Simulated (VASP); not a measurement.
A run of VASP 6.6.1:

The input INCAR:

```
SYSTEM = Sn
  ALGO = Normal
  EDIFF = 1E-7
  ENCUT = 520
  GGA = PS
  ISIF = 2
  ISMEAR = 0
  LASPH = .True.
  LCHARG = .True.
  LELF = .True.
  LREAL = .False.
  LVHAR = .True.
  LWAVE = .False.
  NBANDS = 13
  NELM = 60
  PREC = Accurate
  SIGMA = 0.1
```

KPOINTS

```
k-points
0
Gamma
  18 18 18
  0 0 0
```

The input POSCAR:

```
Sn
1.0
    3.2679014907      0.0000000289      0.0000000000
   -1.6339507704      2.8300856936      0.0000000000
    0.0000000000      0.0000000000      3.0726471000
Sn
1
Direct
    0.0000000000      0.0000000000      0.5000000000
```

Potentials or basis: VASP PAW PBE potentials, release 64 (Sn_d).

The run is started by

```sh
$ cat potpaw_PBE.64/Sn_d/POTCAR > POTCAR
$ mpirun -np 1 vasp_std > vasp.out
```

Hardware: 1 thread of Intel(R) Xeon(R) Platinum 8488C (Sapphire Rapids), with other jobs on the host.

How long does it take, and how much memory?

Wall time 45 s on 1 thread of Intel(R) Xeon(R) Platinum 8488C (Sapphire Rapids) (shared host), peak memory 0.23 GiB. Counts: scf iterations 11, k points 370.
